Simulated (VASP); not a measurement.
Wanted: the native input for a VASP 6.6.1 run.

```yaml
Task: single point
Functional: PBE
Potentials_or_basis: VASP PAW PBE potentials, release 64 (W_sv, N)
Cutoff: 520 eV
k_mesh: 6 × 6 × 6
Occupations: gaussian, width 0.05 eV
Spin: no spin polarisation
Dipole_correction: no
Further_INCAR_settings: ALGO = Normal; EDIFF = 1e-07; NBANDS = 40
```

The structure of W3N4 lies in POSCAR:

```
W3N4
1.0
    4.1220000000      0.0000000000      0.0000000000
    0.0000000000      4.1220000000      0.0000000000
    0.0000000000      0.0000000000      4.1220000000
W N
3 4
Direct
    0.5000000000      0.5000000000      0.0000000000
    0.0000000000      0.5000000000      0.5000000000
    0.5000000000      0.0000000000      0.5000000000
    0.5000000000      0.5000000000      0.5000000000
    0.5000000000      0.0000000000      0.0000000000
    0.0000000000      0.5000000000      0.0000000000
    0.0000000000      0.0000000000      0.5000000000
```

These files were run (other wordings do the same):

INCAR

```
SYSTEM = W3N4
ALGO = Normal
EDIFF = 1E-7
ENCUT = 520
GGA = PE
ISIF = 2
ISMEAR = 0
LASPH = .True.
LCHARG = .True.
LELF = .True.
LREAL = .False.
LVHAR = .True.
LWAVE = .False.
NBANDS = 40
NELM = 60
PREC = Accurate
SIGMA = 0.05
```

KPOINTS

```
k-points
0
Gamma
  6 6 6
  0 0 0
```

Potentials or basis: VASP PAW PBE potentials, release 64 (W_sv, N).

Launch:

```sh
$ cat potpaw_PBE.64/W_sv/POTCAR potpaw_PBE.64/N/POTCAR > POTCAR
$ mpirun -np 1 vasp_std > vasp.out
```

It gave:

The pressure is 29.3 GPa. The band gap on the k mesh is zero (band 31 reaches 12.87 eV, above the bottom of band 32 at 10.07 eV).

Caveat: spin-orbit coupling is left out, which moves the levels of the heavy elements.

It took 56 s on 1 thread of AMD EPYC 7R13 Processor (Zen 3), on a shared host, peak memory 0.17 GiB.
